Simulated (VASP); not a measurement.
## BN: relaxation of the atoms with PBE+D3(BJ)

The system is BN, a slab with vacuum.

```
CELL_PARAMETERS angstrom
2.50644 0.00000 0.00000
-1.25322 2.17064 0.00000
0.00000 0.00000 23.61685
ATOMIC_POSITIONS crystal
B 0.33333 0.66667 0.35991
B 0.66667 0.33333 0.50000
B 0.33333 0.66667 0.64009
N 0.66667 0.33333 0.35991
N 0.33333 0.66667 0.50000
N 0.66667 0.33333 0.64009
```

```json
{"Program": "VASP 6.6.1", "Task": "relaxation of the atoms", "Functional": "PBE", "Dispersion": "D3(BJ)", "Potentials or basis": "VASP PAW PBE potentials, release 64 (B, N)", "Cutoff": "520 eV", "k mesh": "12 × 12 × 1", "Occupations": "gaussian, width 0.05 eV", "Spin": "no spin polarisation", "Dipole correction": "yes", "Atoms held fixed (from 0)": "[0, 3]", "Further INCAR settings": "ALGO = Normal; EDIFF = 1e-06; IBRION = 2; EDIFFG = -0.03; NSW = 90"}
```

| Quantity | Value |
| --- | --- |
| Band gap on the k mesh | 4.35 eV, indirect (least direct gap 4.66 eV) |
| Dispersion energy per atom | -0.118 eV |

Final structure:
```cif
data_structure
_symmetry_space_group_name_H-M 'P 1'
_symmetry_Int_Tables_number 1
_cell_length_a 2.5064
_cell_length_b 2.5064
_cell_length_c 23.6168
_cell_angle_alpha 90.000
_cell_angle_beta 90.000
_cell_angle_gamma 120.000
_cell_volume 128.49
loop_
_atom_site_label
_atom_site_type_symbol
_atom_site_fract_x
_atom_site_fract_y
_atom_site_fract_z
_atom_site_occupancy
B1 B 0.33333 0.66667 0.35991 1
B2 B 0.66667 0.33333 0.50000 1
B3 B 0.33333 0.66667 0.64009 1
N1 N 0.66667 0.33333 0.35991 1
N2 N 0.33333 0.66667 0.50000 1
N3 N 0.66667 0.33333 0.64009 1
```

Levels at points of the mesh, in eV from the valence-band top:
```
           k point  band 8  band 9  band 10  band 11  band 12  band 13  band 14  band 15  band 16
(0.00, 0.00, 0.00)   -1.35   -1.33    -1.33    -1.32    -1.32     4.87     5.15     5.98     6.76
(0.50, 0.00, 0.00)   -4.12   -4.10    -1.30    -0.91    -0.56     4.35     4.76     5.34     9.60
```

Run time: 120 s on 1 thread of AMD EPYC 7R13, on a shared host, peak memory 0.23 GiB.

Caveat: the relaxation stopped at its first step, so nothing moved.
